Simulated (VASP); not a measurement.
# AgCl: electric field gradients with PBEsol

Crystal: AgCl.

```
CELL_PARAMETERS angstrom
0.00000 2.71769 2.77315
2.71769 0.00000 2.77315
2.71769 2.71769 0.00000
ATOMIC_POSITIONS crystal
Ag 0.50000 0.50000 0.50000
Cl 0.00000 0.00000 0.00000
```

This cell differs from its parent crystal: equal xx and yy strain of -2 %.

```yaml
Program: VASP 6.6.1
Task: electric field gradients
Functional: PBEsol
Potentials_or_basis: VASP PAW PBE potentials, release 64 (Ag, Cl)
Cutoff: 520 eV
k_mesh: 9 × 9 × 9
Occupations: fermi-dirac, width 0.01 eV
Spin: no spin polarisation
Dipole_correction: no
Further_INCAR_settings: ALGO = Normal; EDIFF = 1e-08; NBANDS = 16
```

| Quantity | Value |
| --- | --- |
| Pressure | -0.8 GPa |
| Band gap on the k mesh | 0.71 eV, indirect (least direct gap 3.14 eV) |

Stress tensor (GPa, compression positive):
```
-0.62  0.00  0.00
 0.00 -0.62  0.00
 0.00  0.00 -1.14
```

Levels at points of the mesh, in eV from the valence-band top:
```csv
k point,band 6,band 7,band 8,band 9,band 10,band 11,band 12,band 13
"(0.00, 0.00, 0.00)",-2.62,-2.54,-2.54,-2.47,0.71,10.68,10.74,10.74
```

Electric field gradients, principal values (V/Å²):
```csv
atom,least,middle,greatest (by size)
1 Ag,-6.250,-6.253,12.503
2 Cl,4.902,4.904,-9.806
```

Wall time 43 s on 1 thread of Intel(R) Xeon(R) Platinum 8259CL CPU @ 2.50GHz (Skylake/Cascade Lake), on a shared host, peak memory 0.2 GiB.

Caveat: the cell differs from its parent crystal (equal xx and yy strain of -2 %); without QUAD_EFG the Cq values of the log hold for a quadrupole moment of 1 mb, not for the nuclei; the PAW data sets were made with another functional, which shifts forces and pressure a little. A k mesh can miss the band edges.
